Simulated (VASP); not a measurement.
A run of VASP 6.6.1 is set up as follows.

INCAR

```
PREC     = Accurate       # precision mode
ENCUT    = 600            # plane-wave cutoff, eV
EDIFF    = 1E-6           # SCF threshold, eV
ISMEAR   = -1             # smearing method
SIGMA    = 0.05           # smearing width, eV
LREAL    = F              # projectors in reciprocal space
LASPH    = T              # aspherical terms in the spheres
NELM     = 100            # most SCF steps
ALGO     = Normal         # electronic algorithm
ISIF     = 3              # what is computed and relaxed
LWAVE    = F              # write WAVECAR
LCHARG   = F              # write CHGCAR
GGA      = B5             # functional
ALDAX    = 1.0          
AGGAX    = 1.0          
AGGAC    = 1.0          
ALDAC    = 0.0          
IVDW     = 12             # dispersion correction
VDW_S6   = 1.0          
VDW_S8   = 2.6996       
VDW_A1   = 0.4298       
VDW_A2   = 4.2359       
IBRION   = 2              # ionic algorithm
NSW      = 60             # ionic steps
EDIFFG   = -0.01          # ionic threshold
```

The input KPOINTS:

```
regular mesh
0
Gamma
  7 7 3
```

Contents of POSCAR:

```
I
1.0
    3.6350350000     -2.3950200000      0.0000000000
    3.6350350000      2.3950200000      0.0000000000
    0.0000000000      0.0000000000      9.7934400000
I
4
Direct
    0.6493000000      0.3507000000      0.3844000000
    0.1493000000      0.8507000000      0.1156000000
    0.3507000000      0.6493000000      0.6156000000
    0.8507000000      0.1493000000      0.8844000000
```

Potentials or basis: VASP PAW PBE potentials, release 64 (I).

Run with:

```bash
$ cat potpaw_PBE.64/I/POTCAR > POTCAR
$ mpirun -np 1 vasp_std > vasp.out
```

Task: What does it give for the relaxed cell?

Result: a = 4.235 Å, b = 4.235 Å, c = 9.685 Å, α = 90.00°, β = 90.00°, γ = 65.26°.

Task: What does it give for the relaxed volume?

Result: 39.44 Å³/atom.

Task: Estimate the space group after relaxing (to 0.1 Å).

Result: Cmce (No. 64).

Task: What does it give for the dispersion energy per atom?

Result: -0.760 eV.

The path:
```csv
step,energy change (eV),largest force (eV/Å),pressure (GPa),volume (Å³)
1,0.0000,1.1571,0.80,170.52
2,-0.0798,0.1214,-1.95,175.76
3,-0.1113,0.2327,-1.12,173.81
4,-0.1655,0.1926,-0.72,167.74
5,-0.2019,0.1590,0.26,158.32
6,-0.2074,0.1312,-0.03,158.37
7,-0.2076,0.1399,-0.08,158.38
8,-0.2144,0.1181,0.01,157.87
9,-0.2210,0.0532,0.29,156.49
10,-0.2213,0.0558,-0.20,158.29
11,-0.2226,0.0343,0.03,157.44
12,-0.2235,0.0163,0.01,157.56
13,-0.2242,0.0113,0.00,157.72
14,-0.2243,0.0220,0.00,157.79
15,-0.2246,0.0111,-0.01,157.78
16,-0.2247,0.0082,-0.01,157.78
```

Caveat: the PAW data sets were made with another functional, which shifts forces and pressure a little.
